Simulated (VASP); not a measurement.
# Y (Fm-3m) in VASP: single point with PBE

Aim: the single point of Y with PBE.

Program: VASP 6.6.1. These are calculated values, not measurements. Logs are shortened: lines on timing, memory, paths and dates and some standing lists are left out, and cuts for length are marked.

### Step 1. The cell of the first run

The structure is cubic, space group Fm-3m (No. 225). The conventional cell has a = 5.054 Å, b = 5.054 Å, c = 5.054 Å, α = 90.00°, β = 90.00°, γ = 90.00°. Y (site symmetry m-3m) has 12 Y at 3.57 Å within 4.7 Å.

### Step 2. Single point, PBE

The input, INCAR:

```
PREC     = Accurate       # precision mode
ENCUT    = 500            # plane-wave cutoff, eV
EDIFF    = 1E-6           # SCF threshold, eV
ISMEAR   = 0              # smearing method
SIGMA    = 0.05           # smearing width, eV
LREAL    = F              # projectors in reciprocal space
LASPH    = T              # aspherical terms in the spheres
NELM     = 120            # most SCF steps
ALGO     = Normal         # electronic algorithm
ISIF     = 2              # what is computed and relaxed
LWAVE    = F              # write WAVECAR
LCHARG   = T              # write CHGCAR
GGA      = PE             # functional
LELF     = T              # ELF
LVHAR    = T            
NBANDS   = 12             # bands
GGA_COMPAT= F
```

The input, KPOINTS:

```
regular mesh
0
Gamma
  6 6 6
```

The input, POSCAR:

```
Y
1.0
    0.0000000000      2.5269565311      2.5269565311
    2.5269565311      0.0000000000      2.5269565311
    2.5269565311      2.5269565311      0.0000000000
Y
1
Direct
    0.0000000000      0.0000000000      0.0000000000
```

Potentials or basis: VASP PAW PBE potentials, release 64 (Y_sv).

Launch:

```console
> cat potpaw_PBE.64/Y_sv/POTCAR > POTCAR
> mpirun -np 1 vasp_std > vasp.out
```

OUTCAR:

```text
PREC = Accurate
   ENCUT = 500
   EDIFF = 1E-6
   ISMEAR = 0
   LREAL = F
   LASPH = T
   NELM = 120
   ISIF = 2
   GGA = PE

 ion  position               nearest neighbor table
   1  0.000  0.000  0.000-

  LATTYP: Found a face centered cubic cell.
 ALAT       =     5.0539130622

  Lattice vectors:

 A1 = (   0.0000000000,   2.5269565311,   2.5269565311)
 A2 = (   2.5269565311,   0.0000000000,   2.5269565311)
 A3 = (   2.5269565311,   2.5269565311,   0.0000000000)

Analysis of symmetry for initial positions (statically):
=====================================================================
 Subroutine PRICEL returns:
 Original cell was already a primitive cell.

 Routine SETGRP: Setting up the symmetry group for a
 face centered cubic supercell.

 Subroutine GETGRP returns: Found 48 space group operations
 (whereof 48 operations were pure point group operations)
 out of a pool of 48 trial point group operations.

The static configuration has the point symmetry O_h .

Analysis of symmetry for dynamics (positions and initial velocities):
=====================================================================
 Subroutine PRICEL returns:
 Original cell was already a primitive cell.

 Routine SETGRP: Setting up the symmetry group for a
 face centered cubic supercell.

 Subroutine GETGRP returns: Found 48 space group operations
 (whereof 48 operations were pure point group operations)
 out of a pool of 48 trial point group operations.

The dynamic configuration has the point symmetry O_h .

 Subroutine INISYM returns: Found 48 space group operations
 (whereof 48 operations are pure point group operations),
 and found     1 'primitive' translations

----------------------------------------------------------------------------------------

                                     Primitive cell

  volume of cell :      32.2718

  direct lattice vectors                    reciprocal lattice vectors
     0.000000000  2.526956531  2.526956531    -0.197866482  0.197866482  0.197866482
     2.526956531  0.000000000  2.526956531     0.197866482 -0.197866482  0.197866482
     2.526956531  2.526956531  0.000000000     0.197866482  0.197866482 -0.197866482

[... 73 lines left out ...]
   LREAL  =      F    real-space projection
   EDIFFG = 0.1E-04   stopping-criterion for IOM
   NSW    =      0    number of steps for IOM
   IBRION =     -1    ionic relax: 0-MD 1-quasi-New 2-CG
   NFREE  =      0    steps in history (QN), initial steepest desc. (CG)
   ISIF   =      2    stress and relaxation
   ISYM   =      2    0-nonsym 1-usesym 2-fastsym
   POTIM  = 0.5000    time-step for ionic-motion
   TEBEG  =    0.0;   TEEND  =   0.0 temperature during run
   PSTRESS=    0.0 pullay stress
   NELECT =      11.0000    total number of electrons
   NUPDOWN=      -1.0000    fix difference up-down
   EMIN   =  10.00;   EMAX   =-10.00  energy-range for DOS
   EFERMI =   0.00;   METHOD = LEGACY
   ISMEAR =     0;   SIGMA  =   0.05  broadening in eV -4-tet -1-fermi 0-gaus
   EFERMI_NEDOS =   21; number of points for ismear=-14 and -15
   IALGO  =     38    algorithm
   IMIX   =      4    mixing-type and parameters
     AMIX     =   0.40;   BMIX     =  1.00
     AMIX_MAG =   1.60;   BMIX_MAG =  1.00
  volume/ion in A,a.u.               =      32.27       217.78
  Fermi-wavevector in a.u.,A,eV,Ry     =   1.143575  2.161043 17.793204  1.307764
  Thomas-Fermi vector in A             =   2.280270
   LORBIT       =      0    0 simple, 1 ext, 2 COOP (PROOUT), +10 PAW based schemes
   GGA     = PE    functional components
   LHFCALC =     F    Hartree Fock is set to
   AEXX    =    0.0000 exact exchange contribution
   IVDW    =     0    specifies the selected vdW correction
   LEPSILON=     F    determine dielectric tensor
   LRPA    =     F    only Hartree local field effects (RPA)
 non-spin polarized calculation
 Gauss-broadening in eV      SIGMA  =   0.05
  energy-cutoff  :      500.00
  volume of cell :       32.27
 maximum number of plane-waves:       869
 NGX is ok and might be reduce to    28
   NGX = 13   NGY = 13   NGZ = 13

 number of electron      11.0000000 magnetization

 Free energy of the ion-electron system (eV)
  ---------------------------------------------------
  ext. energy  EPLUGINS =         0.00000000
  ---------------------------------------------------
  free energy    TOTEN  =        -6.41312035 eV

  energy without entropy =       -6.41019141  energy(sigma->0) =       -6.41165588

 E-fermi :   3.1585     XC(G=0):  -9.4888

 val. band max:        3.1018886515   @ k =   0.5000   0.3333   0.1667
 cond. band min:       3.1909094767   @ k =   0.5000   0.1667   0.0000
 fundamental gap:      0.0890208253
 Fermi energy:         3.1585009046

 k-point     1 :       0.0000    0.0000    0.0000
  band No.  band energies     occupation
      1     -39.5018      2.00000
      2     -19.1943      2.00000
      3     -19.1943      2.00000
      4     -19.1943      2.00000
      5      -1.6314      2.00000
      6       4.9461      0.00000
      7       4.9461      0.00000
      8       4.9461      0.00000
      9       6.9736      0.00000
     10       6.9736      0.00000
     11      12.1389      0.00000
     12      15.4243      0.00000
[... 211 lines left out ...]
 k-point    16 :      -0.3333    0.5000    0.1667
  band No.  band energies     occupation
      1     -39.4119      2.00000
      2     -19.6573      2.00000
      3     -19.4886      2.00000
      4     -19.4082      2.00000
      5       2.0511      2.00000
      6       2.7924      2.00000
      7       4.1620      0.00000
      8       6.4308      0.00000
      9       8.8641      0.00000
     10       9.9975      0.00000
     11      10.8046      0.00000
     12      10.9566      0.00000

------------------------ aborting loop because EDIFF is reached ----------------------------------------

  FORCE on cell =-STRESS in cart. coord.  units (eV):
  Direction    XX          YY          ZZ          XY          YZ          ZX
  --------------------------------------------------------------------------------------
  -------------------------------------------------------------------------------------
  Total       -0.0239244     -0.0239244     -0.0239244     -0.0000000     -0.0000000      0.0000000
  in kB       -1.1877593     -1.1877593     -1.1877593     -0.0000000     -0.0000000      0.0000000
  external PRESSURE =      -1.1877593 kB  Pullay stress =       0.0000000 kB

 VOLUME and BASIS-vectors are now :
 -----------------------------------------------------------------------------
  energy-cutoff  :      500.00
  volume of cell :       32.27
      direct lattice vectors                 reciprocal lattice vectors
     0.000000000  2.526956531  2.526956531    -0.197866482  0.197866482  0.197866482
     2.526956531  0.000000000  2.526956531     0.197866482 -0.197866482  0.197866482
     2.526956531  2.526956531  0.000000000     0.197866482  0.197866482 -0.197866482

 POSITION                                       TOTAL-FORCE (eV/Angst)
 -----------------------------------------------------------------------------------
      0.00000      0.00000      0.00000         0.000000      0.000000     -0.000000
 -----------------------------------------------------------------------------------
    total drift:                               -0.000000     -0.000000     -0.000000

  FREE ENERGIE OF THE ION-ELECTRON SYSTEM (eV)
  ---------------------------------------------------
  free  energy   TOTEN  =        -6.4131203470 eV

  energy  without entropy=       -6.4101914146  energy(sigma->0) =       -6.41165588
```

OSZICAR:

```text
N       E                     dE             d eps       ncg     rms          rms(c)
DAV:   1     0.226452894380E+02    0.22645E+02   -0.53960E+03   384   0.809E+02
DAV:   2    -0.546658906767E+01   -0.28112E+02   -0.27281E+02   456   0.162E+02
DAV:   3    -0.656282781503E+01   -0.10962E+01   -0.10727E+01   524   0.204E+01
DAV:   4    -0.659369667978E+01   -0.30869E-01   -0.30825E-01   452   0.307E+00
DAV:   5    -0.659432262952E+01   -0.62595E-03   -0.62591E-03   500   0.367E-01    0.231E+01
DAV:   6    -0.643597497760E+01    0.15835E+00   -0.19577E-01   412   0.296E+00    0.133E+01
DAV:   7    -0.641424531494E+01    0.21730E-01   -0.23539E-01   428   0.325E+00    0.114E+00
DAV:   8    -0.641331700124E+01    0.92831E-03   -0.27454E-02   448   0.127E+00    0.553E-01
DAV:   9    -0.641321293955E+01    0.10406E-03   -0.43982E-04   460   0.165E-01    0.217E-01
DAV:  10    -0.641312022891E+01    0.92711E-04   -0.23478E-04   436   0.127E-01    0.255E-02
DAV:  11    -0.641312034697E+01   -0.11806E-06   -0.58959E-06   448   0.212E-02
   1 F= -.64131203E+01 E0= -.64116559E+01  d E =-.292893E-02
```

Wall time 4.9 s (1 thread of Intel Xeon 6975P-C (Granite Rapids), shared host); peak memory 0.16 GiB.

What came out:

```
Free energy : -6.4131 eV
Pressure    : -0.1 GPa
```
